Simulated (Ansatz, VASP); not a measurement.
**Si3W2: VASP beside Ansatz**

```
Si W
1.0
     2.57356   -2.75316    0.00000
     2.57356    2.75316    0.00000
     0.00000    0.00000    6.27713
Si W
3 2
Direct
  0.00000 0.50000 0.50000
  0.50000 0.00000 0.50000
  0.00000 0.00000 0.50000
  0.00000 0.50000 0.00000
  0.50000 0.00000 0.00000
```

Alike in both runs: task relaxation of cell and atoms; functional PBE; k mesh 4 × 4 × 4; occupations gaussian, width 0.1 eV; no spin polarisation.

|  | VASP | Ansatz |
| --- | --- | --- |
| version | VASP 6.6.1 | Ansatz 0.2.0 |
| potentials or method | VASP PAW PBE potentials, release 64 (Si, W_sv), cutoff 600 eV | scalar-relativistic, plane waves, PAW |
| valence electrons in the cell | 40 | 40 |

|  | VASP | Ansatz | Ansatz less VASP |
| --- | --- | --- | --- |
| gap on the k mesh at the Fermi level, each at its own relaxed structure (eV) | none | none | - |
| relaxed volume (Å³/atom) | 19.55 | 19.56 | +0.013 |
| relaxed length of the cell vector where the two differ most in proportion (Å) | 4.622 | 4.631 | +0.0087 |

A gap of «none» marks a metal or a gap that the smearing closes.

The k mesh is coarse, so the values compare programs but aren't converged. Neither program's run includes spin-orbit coupling.
